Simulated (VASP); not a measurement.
# Si2Ge in VASP: relaxation of the atoms with PBE

Aim: the relaxation of the atoms of Si2Ge with PBE.

Everything below comes from runs of VASP 6.6.1. Logs are shortened: lines on timing, memory, paths and dates and some standing lists are left out, and cuts for length are marked.

## Step 1: The cell of the first run

The cell holds a sheet with vacuum, 3 atoms: a = 3.990 Å, b = 3.990 Å, c = 27.141 Å, α = 90.00°, β = 90.00°, γ = 120.00°.

## Step 2: Relaxation of the atoms, PBE

File INCAR:

```
  ALGO = Normal
  EDIFF = 1E-7
  EDIFFG = -0.01
  ENCUT = 520
  GGA = PE
  IBRION = 2
  ISIF = 2
  ISMEAR = -1
  LASPH = T
  LCHARG = F
  LREAL = F
  LWAVE = F
  NELM = 60
  NSW = 80
  PREC = Accurate
  SIGMA = 0.05
```

File KPOINTS:

```
k-points
0
Gamma
  8 8 1
```

File POSCAR:

```
Si2Ge
1.0
    3.9905000000      0.0000000000      0.0000000000
   -1.9952500000      3.4558700000      0.0000000000
    0.0000000000      0.0000000000     27.1414600000
Si Ge
2 1
Direct
    0.3333300000      0.6666700000      0.2507400000
    0.6666700000      0.3333300000      0.2507400000
    0.0000000000      0.0000000000      0.3136600000
```

Potentials or basis: VASP PAW PBE potentials, release 64 (Si, Ge_d).

Started as:

```
$ cat potpaw_PBE.64/Si/POTCAR potpaw_PBE.64/Ge_d/POTCAR > POTCAR
$ mpirun -np 1 vasp_std > vasp.out
```

OUTCAR:

```text
EDIFF = 1E-7
   EDIFFG = -0.01
   ENCUT = 520
   GGA = PE
   IBRION = 2
   ISIF = 2
   ISMEAR = -1
   LASPH = T
   LREAL = F
   NELM = 60
   NSW = 80
   PREC = Accurate

 ion  position               nearest neighbor table
   1  0.333  0.667  0.251-   2 2.30   2 2.30   2 2.30   3 2.87   3 2.87   3 2.87
   2  0.667  0.333  0.251-   1 2.30   1 2.30   1 2.30   3 2.87   3 2.87   3 2.87
   3  0.000  0.000  0.314-   1 2.87   2 2.87   1 2.87   2 2.87   2 2.87   1 2.87

  LATTYP: Found a hexagonal cell.
 ALAT       =     3.9905000000
 C/A-ratio  =     6.8015186067

  Lattice vectors:

 A1 = (   3.9905000000,   0.0000000000,   0.0000000000)
 A2 = (  -1.9952500000,   3.4558700000,   0.0000000000)
 A3 = (   0.0000000000,   0.0000000000,  27.1414600000)

Analysis of symmetry for initial positions (statically):
=====================================================================
 Subroutine PRICEL returns:
 Original cell was already a primitive cell.

 Routine SETGRP: Setting up the symmetry group for a
 hexagonal supercell.

 Subroutine GETGRP returns: Found  4 space group operations
 (whereof  4 operations were pure point group operations)
 out of a pool of 24 trial point group operations.

The static configuration has the point symmetry C_2v.

Analysis of symmetry for dynamics (positions and initial velocities):
=====================================================================
 Subroutine PRICEL returns:
 Original cell was already a primitive cell.

 Routine SETGRP: Setting up the symmetry group for a
 hexagonal supercell.

 Subroutine GETGRP returns: Found  4 space group operations
 (whereof  4 operations were pure point group operations)
 out of a pool of 24 trial point group operations.

The dynamic configuration has the point symmetry C_2v.

 Subroutine INISYM returns: Found  4 space group operations
 (whereof  4 operations are pure point group operations),
 and found     1 'primitive' translations

----------------------------------------------------------------------------------------

                                     Primitive cell

  volume of cell :     374.2984

  direct lattice vectors                    reciprocal lattice vectors
     3.990500000  0.000000000  0.000000000     0.250595164  0.144681368  0.000000000
    -1.995250000  3.455870000  0.000000000     0.000000000  0.289362736  0.000000000
     0.000000000  0.000000000 27.141460000     0.000000000  0.000000000  0.036844002

  length of vectors
[... 75 lines left out ...]
   LNONCOLLINEAR =      F non collinear calculations
   LSORBIT =      F    spin-orbit coupling
   LASPH  =      T    aspherical Exc in radial PAW
   ENCUT  =  520.0 eV  38.22 Ry    6.18 a.u.   7.42  7.42 50.47*2*pi/ulx,y,z
   NELM   =     60;   NELMIN=  2; NELMDL= -5     # of ELM steps
   EDIFF  = 0.1E-06   stopping-criterion for ELM
   LREAL  =      F    real-space projection
   EDIFFG = -.1E-01   stopping-criterion for IOM
   NSW    =     80    number of steps for IOM
   IBRION =      2    ionic relax: 0-MD 1-quasi-New 2-CG
   NFREE  =      1    steps in history (QN), initial steepest desc. (CG)
   ISIF   =      2    stress and relaxation
   ISYM   =      2    0-nonsym 1-usesym 2-fastsym
   POTIM  = 0.5000    time-step for ionic-motion
   TEBEG  =    0.0;   TEEND  =   0.0 temperature during run
   PSTRESS=    0.0 pullay stress
   NELECT =      22.0000    total number of electrons
   NUPDOWN=      -1.0000    fix difference up-down
   EMIN   =  10.00;   EMAX   =-10.00  energy-range for DOS
   EFERMI =   0.00;   METHOD = LEGACY
   ISMEAR =    -1;   SIGMA  =   0.05  broadening in eV -4-tet -1-fermi 0-gaus
   EFERMI_NEDOS =   21; number of points for ismear=-14 and -15
   IALGO  =     38    algorithm
   IMIX   =      4    mixing-type and parameters
     AMIX     =   0.40;   BMIX     =  1.00
     AMIX_MAG =   1.60;   BMIX_MAG =  1.00
  volume/ion in A,a.u.               =     124.77       841.96
  Fermi-wavevector in a.u.,A,eV,Ry     =   0.636517  1.202842  5.512447  0.405153
  Thomas-Fermi vector in A             =   1.701213
   LORBIT       =      0    0 simple, 1 ext, 2 COOP (PROOUT), +10 PAW based schemes
   GGA     = PE    functional components
   LHFCALC =     F    Hartree Fock is set to
   AEXX    =    0.0000 exact exchange contribution
   IVDW    =     0    specifies the selected vdW correction
   LEPSILON=     F    determine dielectric tensor
   LRPA    =     F    only Hartree local field effects (RPA)
 conjugate gradient relaxation of ions
 non-spin polarized calculation
  energy-cutoff  :      520.00
  volume of cell :      374.30
 maximum number of plane-waves:     10127
 NGX is ok and might be reduce to    30
   NGX = 15   NGY = 15   NGZ =101

--------------------------------------- Ionic step        1  -------------------------------------------

 number of electron      22.0000011 magnetization

 Free energy of the ion-electron system (eV)
  ---------------------------------------------------
  ext. energy  EPLUGINS =         0.00000000
  ---------------------------------------------------
  free energy    TOTEN  =       -13.15266167 eV

  energy without entropy =      -13.13896583  energy(sigma->0) =      -13.14581375

------------------------ aborting loop because EDIFF is reached ----------------------------------------

  FORCE on cell =-STRESS in cart. coord.  units (eV):
  Direction    XX          YY          ZZ          XY          YZ          ZX
  --------------------------------------------------------------------------------------
  -------------------------------------------------------------------------------------
  Total       -0.0606217     -0.0599597      0.2701474      0.0005732      0.0000000      0.0000000
  in kB       -0.2594900     -0.2566563      1.1563613      0.0024536      0.0000000      0.0000000
  external PRESSURE =       0.2134050 kB  Pullay stress =       0.0000000 kB
[... 98 lines left out ...]
--------------------------------------- Ionic step        4  -------------------------------------------

 number of electron      22.0000010 magnetization

 Free energy of the ion-electron system (eV)
  ---------------------------------------------------
  ext. energy  EPLUGINS =         0.00000000
  ---------------------------------------------------
  free energy    TOTEN  =       -13.15711656 eV

  energy without entropy =      -13.14748986  energy(sigma->0) =      -13.15230321

 E-fermi :  -2.7875     XC(G=0):  -2.1320

 val. band max:       -2.9509146713   @ k =  -0.1250   0.2500   0.0000
 cond. band min:      -2.7233834029   @ k =   0.0000   0.0000   0.0000
 fundamental gap:      0.2275312684
 Fermi energy:        -2.7874810337

 k-point     1 :       0.0000    0.0000    0.0000
  band No.  band energies     occupation
      1     -27.4306      2.00000
      2     -27.4306      2.00000
      3     -27.3803      2.00000
      4     -27.3803      2.00000
      5     -27.3602      2.00000
      6     -15.1490      2.00000
      7     -10.1421      2.00000
      8      -4.9766      2.00000
      9      -4.9758      2.00000
     10      -4.7896      2.00000
     11      -2.7234      0.43444
     12      -2.7229      0.43134
     13      -2.4745      0.00381
     14      -1.0494      0.00000
[... 389 lines left out ...]
  FREE ENERGIE OF THE ION-ELECTRON SYSTEM (eV)
  ---------------------------------------------------
  free  energy   TOTEN  =       -13.1571165583 eV

  energy  without entropy=      -13.1474898558  energy(sigma->0) =      -13.15230321

 reached required accuracy - stopping structural energy minimisation
```

OSZICAR:

```text
N       E                     dE             d eps       ncg     rms          rms(c)
DAV:   1     0.112372644855E+03    0.11237E+03   -0.93186E+03   766   0.120E+03
DAV:   2    -0.371190824508E+01   -0.11608E+03   -0.11532E+03   819   0.233E+02
DAV:   3    -0.132883100974E+02   -0.95764E+01   -0.95485E+01   944   0.829E+01
[... 44 lines left out ...]
       N       E                     dE             d eps       ncg     rms          rms(c)
DAV:   1    -0.131570511579E+02    0.40177E-04   -0.34869E-02   791   0.151E+00    0.143E-02
DAV:   2    -0.131571151537E+02   -0.63996E-04   -0.70670E-04  1022   0.231E-01    0.689E-03
DAV:   3    -0.131571163585E+02   -0.12048E-05   -0.17452E-05   994   0.361E-02    0.504E-03
DAV:   4    -0.131571164822E+02   -0.12370E-06   -0.10419E-06  1008   0.798E-03    0.260E-03
DAV:   5    -0.131571165583E+02   -0.76047E-07   -0.21782E-07   623   0.510E-03
   4 F= -.13157117E+02 E0= -.13152303E+02  d E =-.445489E-02
```

CONTCAR:

```text
Si2Ge
   1.00000000000000
     3.9904999999999999    0.0000000000000000    0.0000000000000000
    -1.9952500000000000    3.4558700000000000    0.0000000000000000
     0.0000000000000000    0.0000000000000000   27.1414599999999986
  Si              Ge
     2     1
Direct
     0.3333411896039361    0.6666588103960639    0.2501029009780707
     0.6666588103960639    0.3333411896039361    0.2501029009780707
     0.0000000000000000    0.0000000000000000    0.3149341980438581

  0.00000000E+00  0.00000000E+00  0.00000000E+00
  0.00000000E+00  0.00000000E+00  0.00000000E+00
  0.00000000E+00  0.00000000E+00  0.00000000E+00
```

Run time: 12 min. Hardware: 1 thread of Oxide Virtual Turin-like, shared host; peak memory 0.52 GiB.

Results:

```
Free energy               : -13.1571 eV
Energy gained by relaxing : 1.5 meV/atom
Ionic steps               : 4
Band gap on the k mesh    : zero (filled and empty bands touch)
```

Step by step:
| step | energy change (eV) | largest force (eV/Å) | pressure (GPa) |
| --- | --- | --- | --- |
| 1 | 0.0000 | 0.1649 | 0.02 |
| 2 | -0.0018 | 0.1311 | -0.01 |
| 3 | -0.0044 | 0.0136 | -0.09 |
| 4 | -0.0045 | 0.0015 | -0.10 |

Final structure:
```
CELL_PARAMETERS angstrom
3.99050 0.00000 0.00000
-1.99525 3.45587 0.00000
0.00000 0.00000 27.14146
ATOMIC_POSITIONS crystal
Si 0.33334 0.66666 0.25010
Si 0.66666 0.33334 0.25010
Ge 0.00000 0.00000 0.31493
```

The gap in the log of VASP goes by the Fermi energy; the results here count the filled bands.